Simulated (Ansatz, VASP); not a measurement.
**KNa3Ge: VASP beside Ansatz**

```xyz
5
Lattice="5.7682 0.0000 0.0000 0.0000 5.7682 0.0000 0.0000 0.0000 5.7682" Properties=species:S:1:pos:R:3 pbc="T T T"
K     0.0000    0.0000    0.0000
Na    0.0000    2.8841    2.8841
Na    2.8841    0.0000    2.8841
Na    2.8841    2.8841    0.0000
Ge    2.8841    2.8841    2.8841
```

Alike in both runs: functional PBE; k mesh 4 × 4 × 4; occupations gaussian, width 0.1 eV; no spin polarisation.

Ansatz relaxed the structure, and its values are those at the end. VASP's run is a single point on that final structure, the one shown.

|  | VASP | Ansatz |
| --- | --- | --- |
| version | VASP 6.6.1 | Ansatz 0.2.0 |
| potentials or method | VASP PAW PBE potentials, release 64 (K_sv, Na_pv, Ge_d), cutoff 520 eV | scalar-relativistic, plane waves, PAW |
| valence electrons in the cell | 44 | 50 |

```csv
,VASP,Ansatz,Ansatz less VASP
gap on the k mesh at the Fermi level (eV),none,none,-
pressure (GPa),0.2,0.2,+0.01
```

A gap of «none» marks a metal or a gap that the smearing closes. VASP's potentials hold 44 valence electrons a cell and Ansatz's 50, so a difference there can come from the potentials and not from the codes.
